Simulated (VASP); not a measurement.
A run of VASP 6.6.1 is set up as follows.

The input INCAR:

```
SYSTEM = Al
ALGO = Normal ; EDIFF = 1E-7
ENCUT = 520 ; ISIF = 2
ISMEAR = -1 ; LASPH = .True.
LCHARG = .False. ; LREAL = .False.
LWAVE = .False. ; NBANDS = 8
NELM = 60 ; PREC = Accurate
SIGMA = 0.1
```

File KPOINTS:

```
k-points
0
Gamma
  15 15 15
  0 0 0
```

File POSCAR:

```
Al
1.0
   -1.5912190000      1.5912190000      1.5912190000
    1.5912190000     -1.5912190000      1.5912190000
    1.5912190000      1.5912190000     -1.5912190000
Al
1
Direct
    0.0000000000      0.0000000000      0.0000000000
```

Potentials or basis: VASP PAW LDA potentials, release 64 (Al).

Run with:

```sh
$ cat potpaw_LDA.64/Al/POTCAR > POTCAR
$ mpirun -np 1 vasp_std > vasp.out
```

Task: Predict the pressure.

Result: 0.5 GPa.
